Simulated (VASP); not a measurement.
Here is a VASP 6.6.1 calculation.

File INCAR:

```
  PREC = Accurate
  ENCUT = 520
  EDIFF = 1E-6
  ISMEAR = 0
  SIGMA = 0.15
  LREAL = False
  LASPH = True
  NELM = 60
  ALGO = Fast
  ISIF = 2
  LWAVE = False
  LCHARG = True
  GGA = PE
  IVDW = 12
  LELF = True
  LVHAR = True
  NBANDS = 20
```

The input KPOINTS:

```
Automatic mesh
0
Gamma
  18 18 10
```

The input POSCAR:

```
In
1.0
    3.3354847820      0.0000000000      0.0000000000
   -1.6677423910      2.8886145552      0.0000000000
    0.0000000000      0.0000000000      5.3438686324
In
2
Direct
    0.3333333333      0.6666666667      0.2500000000
    0.6666666667      0.3333333333      0.7500000000
```

Potentials or basis: VASP PAW PBE potentials, release 64 (In_d).

Launch:

```console
$ cat potpaw_PBE.64/In_d/POTCAR > POTCAR
$ mpirun -np 1 vasp_std > vasp.out
```

Problem. Predict the band gap on the k mesh.

Solution. Zero (band 13 reaches 11.68 eV, above the bottom of band 14 at 5.00 eV).

Problem. Predict the pressure.

Solution. 0.8 GPa.

Problem. Predict the dispersion energy per atom.

Solution. -0.344 eV.

Stress tensor (GPa, compression positive):
```
0.64 0.00 0.00
0.00 0.64 0.00
0.00 0.00 1.15
```

Caveat: the cell differs from its parent crystal (strain +0.000 along x and y, -0.030 along z); spin-orbit coupling is left out, which moves the levels of the heavy elements; pairwise dispersion overbinds metals, which lowers pressure and volume.
